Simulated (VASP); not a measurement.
Ag, 1 atom in the cell. The structure is tetragonal, space group I4/mmm (No. 139). Conventional cell: a = 2.889 Å, b = 2.889 Å, c = 4.045 Å, α = 90.00°, β = 90.00°, γ = 90.00°. Ag (site symmetry 4/mmm) has 12 Ag at 2.87 to 2.89 Å within 3.8 Å.  This cell differs from its parent crystal: zz strain of -1 %.

```yaml
Program: VASP 6.6.1
Task: single point
Functional: PBEsol
Potentials_or_basis: VASP PAW PBE potentials, release 64 (Ag)
Cutoff: 520 eV
k_mesh: 15 × 15 × 15
Occupations: fermi-dirac, width 0.03 eV
Spin: no spin polarisation
Dipole_correction: no
Further_INCAR_settings: ALGO = Normal; EDIFF = 1e-07; NBANDS = 12
```

Potentials or basis: VASP PAW PBE potentials, release 64 (Ag).

The run is started by

```bash
$ cat potpaw_PBE.64/Ag/POTCAR > POTCAR
$ mpirun -np 1 vasp_std > vasp.out
```

Hardware: 1 thread of Intel Xeon 8259CL, with other jobs on the host.

Estimate the wall time of this run.

It took 50 s on 1 thread of Intel Xeon 8259CL (shared host), peak memory 0.18 GiB. Counts: scf iterations 12, k points 288.
